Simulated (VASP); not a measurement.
Input of a VASP 6.6.1 run:

INCAR

```
PREC = Accurate
ENCUT = 600
EDIFF = 1E-6
ISMEAR = 0
SIGMA = 0.02
LREAL = False
LASPH = True
NELM = 120
ALGO = Normal
ISIF = 2
LWAVE = False
LCHARG = True
GGA = PE
LELF = True
LVHAR = True
NBANDS = 28
GGA_COMPAT = False
```

File KPOINTS:

```
regular mesh
0
Gamma
  6 6 6
```

POSCAR

```
BaZrO3
1.0
    4.2272125848      0.0000000000      0.0000000000
    0.0000000000      4.2272125848      0.0000000000
    0.0000000000      0.0000000000      4.2272125848
Ba Zr O
1 1 3
Direct
    0.0000000000      0.0000000000      0.0000000000
    0.5000000000      0.5000000000      0.5000000000
    0.5000000000      0.5000000000      0.0000000000
    0.0000000000      0.5000000000      0.5000000000
    0.5000000000      0.0000000000      0.5000000000
```

Potentials or basis: VASP PAW PBE potentials, release 64 (Ba_sv, Zr_sv, O).

Run with:

```console
$ cat potpaw_PBE.64/Ba_sv/POTCAR potpaw_PBE.64/Zr_sv/POTCAR potpaw_PBE.64/O/POTCAR > POTCAR
$ mpirun -np 1 vasp_std > vasp.out
```

(1) What does it give for the band gap on the k mesh?

(2) Predict the pressure.

## Answers

(1) 3.13 eV, indirect (least direct gap 3.38 eV).

(2) 0.8 GPa.

Caveat: spin-orbit coupling is left out, which moves the levels of the heavy elements.
